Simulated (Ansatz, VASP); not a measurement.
## Na: VASP beside Ansatz

File INCAR:

```
PREC = Accurate
ENCUT = 600
EDIFF = 1E-6
ISMEAR = -1
SIGMA = 0.05
LREAL = False
LASPH = True
NELM = 100
ALGO = Normal
ISIF = 3
LWAVE = False
LCHARG = False
IBRION = 2
NSW = 60
EDIFFG = -0.005
```

KPOINTS

```
Automatic mesh
0
Gamma
  12 12 12
```

Contents of POSCAR:

```
Na
1.0
    3.3040611159      0.0000000000      0.0000000000
    0.0000000000      3.3040611159      0.0000000000
    0.0000000000      0.0000000000      3.3040611159
Na
1
Direct
    0.0000000000      0.0000000000      0.0000000000
```

Input for Ansatz:

```yaml
crystal:
  lattice:
    - [3.3040611159, 0.0, 0.0]
    - [0.0, 3.3040611159, 0.0]
    - [0.0, 0.0, 3.3040611159]
  atoms:
    - { symbol: Na, position: [0.0, 0.0, 0.0] }
kpoints:
  mp_grid: { grid: [12, 12, 12] }
scf:
  occupations: { method: fermi_dirac, width: 0.05 }
hamiltonian:
  xc: lda
  pseudopotentials: { kind: paw }
output:
  forces: true
  stress: true
relax:
  f_tol: 0.005
  max_steps: 40
  cell: {}
```

Alike in both runs: task relaxation of cell and atoms; functional LDA; k mesh 12 × 12 × 12; occupations fermi-dirac, width 0.05 eV; no spin polarisation.

```csv
,VASP,Ansatz
version,VASP 6.6.1,Ansatz 0.2.0
potentials or method,"VASP PAW LDA potentials, release 64 (Na_pv)","PAW with Ansatz's default frozen-core files, scalar-relativistic"
plane-wave cutoff (eV),600,420
valence electrons in the cell,7,9
```

```tsv
	VASP	Ansatz	Ansatz less VASP
relaxed volume (Å³/atom)	35.77	35.72	-0.053
relaxed cell length with the largest relative difference (Å)	3.295	3.293	-0.0016
```

LDA's correlation is that of Perdew and Zunger in VASP and of Perdew and Wang (1992) in Ansatz. VASP's potentials hold 7 valence electrons a cell and Ansatz's 9, so a difference there can come from the potentials and not from the codes.
